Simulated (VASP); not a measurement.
A run of VASP 6.6.1 is set up as follows.

File POSCAR:

```
Sn2Bi
1.0
   -3.5269970000      3.5269970000      3.1427760000
    3.5269970000     -3.5269970000      3.1427760000
    3.5269970000      3.5269970000     -3.1427760000
Sn Bi
4 2
Direct
    0.6650000000      0.1650000000      0.8300000000
    0.1650000000      0.3350000000      0.5000000000
    0.3350000000      0.8350000000      0.1700000000
    0.8350000000      0.6650000000      0.5000000000
    0.2500000000      0.2500000000      0.0000000000
    0.7500000000      0.7500000000      0.0000000000
```

The input INCAR.step1:

```
SYSTEM = Sn2Bi
ALGO = Normal ; EDIFF = 1E-4
ENCUT = 520 ; GGA = PE
ISMEAR = -1 ; LASPH = .True.
LCHARG = .False. ; LREAL = .False.
LWAVE = .True. ; NBANDS = 52
NELM = 60 ; PREC = Accurate
SIGMA = 0.1
```

The input INCAR.step2:

```
SYSTEM = Sn2Bi
ALGO = Normal ; EDIFF = 1E-6
ENCUT = 520 ; ISIF = 2
ISMEAR = -1 ; ISTART = 1
IVDW = 12 ; LASPH = .True.
LCHARG = .False. ; LMIXTAU = .True.
LREAL = .False. ; LWAVE = .False.
METAGGA = R2SCAN ; NBANDS = 52
NELM = 60 ; PREC = Accurate
SIGMA = 0.1 ; VDW_A1 = 0.49484001
VDW_A2 = 5.73083694 ; VDW_S6 = 1.0
VDW_S8 = 0.78981345
```

Contents of KPOINTS:

```
k-points
0
Gamma
  4 4 4
  0 0 0
```

Potentials or basis: VASP PAW PBE potentials, release 64 (Sn_d, Bi_d).

Command:

```sh
$ cat potpaw_PBE.64/Sn_d/POTCAR potpaw_PBE.64/Bi_d/POTCAR > POTCAR
$ cp INCAR.step1 INCAR
$ mpirun -np 1 vasp_std > vasp.out
$ cp INCAR.step2 INCAR
$ mpirun -np 1 vasp_std > vasp.out
```

(1) Predict the dispersion energy per atom.

(2) What does it give for the pressure?

(3) Estimate the largest force.

## Answers

(1) -0.221 eV.

(2) 12.7 GPa.

(3) 1.043 eV/Å.

Caveat: three body term missing; the cell stands under pressure; the PAW data sets were made with another functional, which shifts forces and pressure a little.
